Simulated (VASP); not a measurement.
Wanted: the native input for a VASP 6.6.1 run.

```yaml
Task: single point
Functional: PBE
Potentials_or_basis: VASP PAW PBE potentials, release 64 (Li_sv, S)
Cutoff: 750 eV
k_mesh: 6 × 6 × 6
Occupations: gaussian, width 0.01 eV
Spin: no spin polarisation
Dipole_correction: no
Further_INCAR_settings: ALGO = Normal; EDIFF = 1e-06; NBANDS = 13
```

The structure of Li2S lies in POSCAR:

```
Li2S
1.0
    0.0000000000      2.8452943747      2.8452943747
    2.8452943747      0.0000000000      2.8452943747
    2.8452943747      2.8452943747      0.0000000000
Li S
2 1
Direct
    0.2500000000      0.2500000000      0.2500000000
    0.7500000000      0.7500000000      0.7500000000
    0.0000000000      0.0000000000      0.0000000000
```

The input as run:

INCAR

```
SYSTEM = Li2S
PREC     = Accurate       ! precision mode
ENCUT    = 750            ! plane-wave cutoff, eV
EDIFF    = 1E-6           ! SCF threshold, eV
ISMEAR   = 0              ! smearing method
SIGMA    = 0.01           ! smearing width, eV
LREAL    = .False.        ! projectors in reciprocal space
LASPH    = .True.         ! aspherical terms in the spheres
NELM     = 120            ! most SCF steps
ALGO     = Normal         ! electronic algorithm
ISIF     = 2              ! what is computed and relaxed
LWAVE    = .False.        ! write WAVECAR
LCHARG   = .False.        ! write CHGCAR
GGA      = PE             ! functional
NBANDS   = 13             ! bands
GGA_COMPAT= .False.
```

KPOINTS

```
Automatic mesh
0
Gamma
  6 6 6
  0 0 0
```

Potentials or basis: VASP PAW PBE potentials, release 64 (Li_sv, S).

Run with:

```bash
$ cat potpaw_PBE.64/Li_sv/POTCAR potpaw_PBE.64/S/POTCAR > POTCAR
$ mpirun -np 1 vasp_std > vasp.out
```

Results of the run:

* Pressure: 0.2 GPa
* Band gap on the k mesh: 3.39 eV (least direct gap 4.29 eV)

Wall time 38 s on 1 thread of Intel Xeon 8259CL, on a shared host, peak memory 0.19 GiB.
